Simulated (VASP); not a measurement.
A run of VASP 6.6.1:

File INCAR:

```
  ALGO = Normal
  EDIFF = 1E-6
  ENCUT = 500
  GGA_COMPAT = F
  ISIF = 2
  ISMEAR = -1
  LASPH = T
  LCHARG = T
  LNONCOLLINEAR = T
  LORBIT = 11
  LORBMOM = T
  LREAL = F
  LSORBIT = T
  LVHAR = T
  LWAVE = F
  MAGMOM = 0 0 0
  NBANDS = 20
  NELM = 200
  PREC = Accurate
  SIGMA = 0.05
```

Contents of KPOINTS:

```
k-points
0
Gamma
  14 14 14
```

POSCAR

```
K
1.0
    3.0290301768      0.0000000000      0.0000000000
    0.0000000000      3.0290301768      0.0000000000
    0.0000000000      0.0000000000      3.0290301768
K
1
Direct
    0.0000000000      0.0000000000      0.0000000000
```

Potentials or basis: VASP PAW LDA potentials, release 64 (K_sv).

Run with:

```sh
$ cat potpaw_LDA.64/K_sv/POTCAR > POTCAR
$ mpirun -np 1 vasp_ncl > vasp.out
```

Hardware: 1 thread of Intel Xeon 8259CL, on a shared host.

Q: How long does it take, and how much memory?

A: Run time: 110 s on 1 thread of Intel Xeon 8259CL (shared host), peak memory 0.23 GiB. Counts: scf iterations 11, k points 120.
